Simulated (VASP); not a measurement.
# B (P6_3/mmc) in VASP: notebook, part 2 of 2

VASP 6.6.1. The steps go on from the part before.

## (3) Relaxation of cell and atoms, PBE

The COD entry that gives the cell may itself be a prediction, so a difference from it is no test against experiment.

This run uses another cell than the first one, of 6.25 Å³/atom, 0.789 times its volume.

The input, INCAR:

```
SYSTEM = B
PREC     = Accurate       ! precision mode
ENCUT    = 600            ! plane-wave cutoff, eV
EDIFF    = 1E-6           ! SCF threshold, eV
ISMEAR   = 0              ! smearing method
SIGMA    = 0.1            ! smearing width, eV
LREAL    = .FALSE.        ! projectors in reciprocal space
LASPH    = .TRUE.         ! aspherical terms in the spheres
NELM     = 60             ! most SCF steps
ALGO     = Normal         ! electronic algorithm
ISIF     = 3              ! what is computed and relaxed
LWAVE    = .FALSE.        ! write WAVECAR
LCHARG   = .FALSE.        ! write CHGCAR
GGA      = PE             ! functional
IBRION   = 2              ! ionic algorithm
NSW      = 90             ! ionic steps
EDIFFG   = -0.04          ! ionic threshold
```

The input, KPOINTS:

```
regular mesh
0
G
  9 9 2
  0 0 0
```

The input, POSCAR:

```
B
1.0
    2.6043386008      0.0000000000      0.0000000000
   -1.3021693003      2.2554233883      0.0000000000
    0.0000000000      0.0000000000      8.5056926075
B
8
Direct
    0.0000000000      0.0000000000      0.0937500000
    0.0000000000      0.0000000000      0.5937500000
    0.0000000000      0.0000000000      0.4062500000
    0.0000000000      0.0000000000      0.9062500000
    0.3333333333      0.6666666667      0.1562500000
    0.6666666667      0.3333333333      0.6562500000
    0.3333333333      0.6666666667      0.3437500000
    0.6666666667      0.3333333333      0.8437500000
```

Potentials or basis: VASP PAW PBE potentials, release 64 (B).

Command:

```
> cat potpaw_PBE.64/B/POTCAR > POTCAR
> mpirun -np 1 vasp_std > vasp.out
```

Wall time 14 min (1 thread of AMD EPYC 7R13, shared host); peak memory 0.16 GiB.

The run converged. Its results:

```
Free energy                            : -46.8867 eV
Relaxed volume                         : 7.91 Å³/atom
Relaxed cell                           : a = 2.989 Å, b = 2.989 Å, c = 8.176 Å, α = 90.00°, β = 90.00°, γ = 120.00°
Space group after relaxing (to 0.05 Å) : P6_3/mmc (No. 194)
Energy gained by relaxing              : 572.5 meV/atom
Ionic steps                            : 23
Pressure after relaxing                : 0.4 GPa
Largest force after relaxing           : 0.012 eV/Å
Band gap on the k mesh                 : zero (band 12 reaches 6.86 eV, above the bottom of band 13 at 2.91 eV)
```

Forces on the atoms (eV/Å):
```
B    0.000  0.000 -0.012
B    0.000  0.000 -0.012
B    0.000  0.000  0.012
B    0.000  0.000  0.012
B    0.000  0.000 -0.010
B    0.000  0.000 -0.010
B    0.000  0.000  0.010
B    0.000  0.000  0.010
```

Stress tensor (GPa, compression positive):
```
0.54 0.00 0.00
0.00 0.54 0.00
0.00 0.00 0.06
```

The path:
```csv
step,energy change (eV),largest force (eV/Å),pressure (GPa),volume (Å³)
1,0.0000,0.5225,84.81,49.96
2,-2.8395,0.3526,-20.46,77.88
3,-3.6221,0.2714,0.07,66.79
4,-3.6216,0.2723,-0.89,67.16
5,-3.6417,0.2559,-0.81,67.13
6,-3.7214,0.4039,-0.52,67.02
7,-3.9729,0.3683,-0.46,66.76
8,-4.4588,0.3204,-2.20,66.08
9,0.7511,12.2272,15.89,64.06
10,-4.4401,0.4390,-2.74,66.04
11,-4.0492,1.6602,-3.34,65.16
12,-4.4755,0.4385,-3.25,65.91
13,-4.4672,0.4541,-3.96,65.61
14,-4.4929,0.4448,-3.61,65.79
15,-4.5198,0.3631,-2.07,65.01
16,-4.5250,0.3143,-0.98,64.51
17,-4.5445,0.2351,-0.13,64.25
18,-4.5543,0.1372,1.12,63.91
19,-4.5652,0.0992,0.04,64.07
20,-4.5714,0.0547,-1.46,64.31
21,-4.5716,0.0502,-1.67,64.35
22,-4.5777,0.0383,-0.74,63.83
23,-4.5803,0.0118,0.38,63.25
```

Final structure:
```
B
1.0
     2.98872    0.00000    0.00000
    -1.49436    2.58831    0.00000
     0.00000    0.00000    8.17590
B
8
Direct
  0.00000 0.00000 0.12450
  0.00000 0.00000 0.62450
  0.00000 0.00000 0.37550
  0.00000 0.00000 0.87550
  0.33333 0.66667 0.13296
  0.66667 0.33333 0.63296
  0.33333 0.66667 0.36704
  0.66667 0.33333 0.86704
```

Levels at points of the mesh, in eV from the Fermi level:
```csv
k point,band 9,band 10,band 11,band 12,band 13,band 14,band 15,band 16
"(0.00, 0.00, 0.00)",0.23,1.11,1.43,1.43,2.51,2.51,2.59,5.86
"(0.00, 0.00, 0.50)",-0.19,-0.19,2.03,2.03,2.03,2.03,5.68,5.68
```

Caveat: the k points lie up to 0.38 Å⁻¹ apart in the final cell; the volume moved by over 15 % at a fixed basis, so the end points are rough.

## (4) Single point, PBE

This run uses another cell than the first one, of 7.81 Å³/atom, 0.986 times its volume.

The input, INCAR:

```
  ALGO = Normal
  EDIFF = 1E-6
  ENCUT = 520
  GGA = PE
  ISIF = 2
  ISMEAR = 0
  LASPH = T
  LCHARG = F
  LREAL = F
  LWAVE = F
  NBANDS = 22
  NELM = 60
  PREC = Accurate
  SIGMA = 0.1
```

The input, KPOINTS:

```
k-points
0
Gamma
  15 15 6
```

The input, POSCAR:

```
B
1.0
    3.0013639393      0.0000000000      0.0000000000
   -1.5006819697      2.5992574174      0.0000000000
    0.0000000000      0.0000000000      8.0066569107
B
8
Direct
    0.0000000000      0.0000000000      0.1237369710
    0.0000000000      0.0000000000      0.6237369710
    0.0000000000      0.0000000000      0.3762630290
    0.0000000000      0.0000000000      0.8762630290
    0.3333333333      0.6666666667      0.1304948008
    0.6666666667      0.3333333333      0.6304948008
    0.3333333333      0.6666666667      0.3695051992
    0.6666666667      0.3333333333      0.8695051992
```

Command:

```
> cat potpaw_PBE.64/B/POTCAR > POTCAR
> mpirun -np 1 vasp_std > vasp.out
```

Wall time 5.3 min (1 thread of AMD EPYC 7R13, shared host); peak memory 0.21 GiB.

It converged, with:

| Item | Value |
| --- | --- |
| Free energy | -46.9179 eV |
| Pressure | 0.0 GPa |
| Band gap on the k mesh | zero (band 12 reaches 6.96 eV, above the bottom of band 13 at 3.29 eV) |

Levels at points of the mesh, in eV from the Fermi level:
```tsv
k point	band 9	band 10	band 11	band 12	band 13	band 14	band 15	band 16
(0.00, 0.00, 0.00)	0.06	1.19	1.19	1.59	2.41	2.41	2.81	5.53
(0.00, 0.00, 0.50)	-0.42	-0.42	1.87	1.87	1.87	1.87	5.49	5.49
```

## (5) Relaxation of cell and atoms, PBE

The input, INCAR:

```
PREC = Accurate ; ENCUT = 600
EDIFF = 1E-6 ; ISMEAR = 0
SIGMA = 0.1 ; LREAL = False
LASPH = True ; NELM = 60
ALGO = Normal ; ISIF = 3
LWAVE = False ; LCHARG = False
GGA = PE ; IBRION = 2
NSW = 100 ; EDIFFG = -0.01
```

The input, KPOINTS:

```
regular mesh
0
Gamma
  15 15 6
```

The input, POSCAR:

```
B
1.0
    2.9904747640      0.0000000000      0.0000000000
   -1.4952373820      2.5898271150      0.0000000000
    0.0000000000      0.0000000000      8.1806715331
B
8
Direct
    0.0000000000      0.0000000000      0.1243896626
    0.0000000000      0.0000000000      0.6243896626
    0.0000000000      0.0000000000      0.3756103374
    0.0000000000      0.0000000000      0.8756103374
    0.3333333333      0.6666666667      0.1328483889
    0.6666666667      0.3333333333      0.6328483889
    0.3333333333      0.6666666667      0.3671516111
    0.6666666667      0.3333333333      0.8671516111
```

Command:

```
> cat potpaw_PBE.64/B/POTCAR > POTCAR
> mpirun -np 1 vasp_std > vasp.out
```

Run time: 13 min. Hardware: 1 thread of AMD EPYC 7R13, shared host; peak memory 0.23 GiB.

Results (log left out):

| Quantity | Value |
| --- | --- |
| Free energy | -46.9240 eV |
| Relaxed volume | 7.81 Å³/atom |
| Relaxed cell | a = 3.002 Å, b = 3.002 Å, c = 8.005 Å, α = 90.00°, β = 90.00°, γ = 120.00° |
| Space group after relaxing (to 0.05 Å) | P6_3/mmc (No. 194) |
| Energy gained by relaxing | 2.9 meV/atom |
| Ionic steps | 9 |
| Pressure after relaxing | 0.0 GPa |
| Largest force after relaxing | 0.008 eV/Å |
| Band gap on the k mesh | zero (band 12 reaches 6.96 eV, above the bottom of band 13 at 3.29 eV) |

Forces on the atoms (eV/Å):
```
B    0.000  0.000  0.008
B    0.000  0.000  0.008
B    0.000  0.000 -0.008
B    0.000  0.000 -0.008
B    0.000  0.000 -0.004
B    0.000  0.000 -0.004
B    0.000  0.000  0.004
B    0.000  0.000  0.004
```

Step by step:
```csv
step,energy change (eV),largest force (eV/Å),pressure (GPa),volume (Å³)
1,0.0000,0.0336,-0.17,63.36
2,-0.0139,0.0852,-1.22,63.28
3,-0.0149,0.1028,-1.55,63.25
4,-0.0207,0.0902,0.20,62.47
5,-0.0208,0.0875,0.43,62.37
6,-0.0226,0.0332,0.18,62.42
7,-0.0228,0.0144,0.07,62.44
8,-0.0228,0.0154,0.06,62.44
9,-0.0228,0.0078,-0.03,62.47
```

Final structure:
```cif
data_structure
_symmetry_space_group_name_H-M 'P 1'
_symmetry_Int_Tables_number 1
_cell_length_a 3.0018
_cell_length_b 3.0018
_cell_length_c 8.0053
_cell_angle_alpha 90.000
_cell_angle_beta 90.000
_cell_angle_gamma 120.000
_cell_volume 62.47
loop_
_atom_site_label
_atom_site_type_symbol
_atom_site_fract_x
_atom_site_fract_y
_atom_site_fract_z
_atom_site_occupancy
B1 B 0.00000 0.00000 0.12361 1
B2 B 0.00000 0.00000 0.62361 1
B3 B 0.00000 0.00000 0.37639 1
B4 B 0.00000 0.00000 0.87639 1
B5 B 0.33333 0.66667 0.13057 1
B6 B 0.66667 0.33333 0.63057 1
B7 B 0.33333 0.66667 0.36943 1
B8 B 0.66667 0.33333 0.86943 1
```

Levels at points of the mesh, in eV from the Fermi level:
```csv
k point,band 9,band 10,band 11,band 12,band 13,band 14,band 15,band 16
"(0.00, 0.00, 0.00)",0.06,1.19,1.19,1.59,2.41,2.41,2.81,5.53
"(0.00, 0.00, 0.50)",-0.42,-0.42,1.87,1.87,1.87,1.87,5.48,5.48
```

## (6) Overview

```csv
task,cell,k mesh,cutoff (eV),gap on the mesh (eV),pressure (GPa),relaxed volume (Å³/atom),largest force (eV/Å)
single point,"a = 2.990, b = 2.990, c = 8.181 Å, angles 90.0, 90.0, 120.0°, 8 atoms",9 × 9 × 2,520,none,0.0,-,-
relaxation of cell and atoms,"relaxed from a = 2.604, b = 2.604, c = 8.506 Å, angles 90.0, 90.0, 120.0°, 8 atoms",9 × 9 × 2,600,none,0.4,7.91,0.01
single point,"a = 3.001, b = 3.001, c = 8.007 Å, angles 90.0, 90.0, 120.0°, 8 atoms",15 × 15 × 6,520,none,0.0,-,-
relaxation of cell and atoms,"relaxed from a = 2.990, b = 2.990, c = 8.181 Å, angles 90.0, 90.0, 120.0°, 8 atoms",15 × 15 × 6,600,none,0.0,7.81,0.01
```

Alike in all rows: level PBE; potentials or basis VASP PAW PBE potentials, release 64 (B); no spin polarisation; smearing gaussian 0.1 eV.

Caveats: some runs use coarse meshes; the volume moved by over 15 % at a fixed basis, so the end points are rough (some runs).

Total energies depend on the potentials used, so only differences within one code and one set of settings carry meaning.
